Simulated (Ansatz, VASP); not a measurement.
## MgO in VASP and in Ansatz

```
Mg O
1.0
     3.48402    0.00000    0.00000
    -1.74201    3.01725    0.00000
     0.00000    0.00000    4.18532
Mg O
2 2
Direct
  0.33333 0.66667 0.25000
  0.66667 0.33333 0.75000
  0.66667 0.33333 0.25000
  0.33333 0.66667 0.75000
```

Alike in both runs: task single point; functional PBE; k mesh 6 × 6 × 4; occupations fermi-dirac, width 0.5 eV; no spin polarisation.

```csv
,VASP,Ansatz
version,VASP 6.6.1,Ansatz 0.2.0
potentials or method,"VASP PAW PBE potentials, release 64 (Mg, O)",plane waves
plane-wave cutoff (eV),520,420
valence electrons in the cell,16,32
```

```tsv
	VASP	Ansatz	Ansatz less VASP
pressure (GPa)	4.1	4.6	+0.49
traceless stress, the component that is largest in VASP (GPa)	0.29	0.39	+0.105
```

VASP's potentials hold 16 valence electrons a cell and Ansatz's 32, so a difference there can come from the potentials and not from the codes.
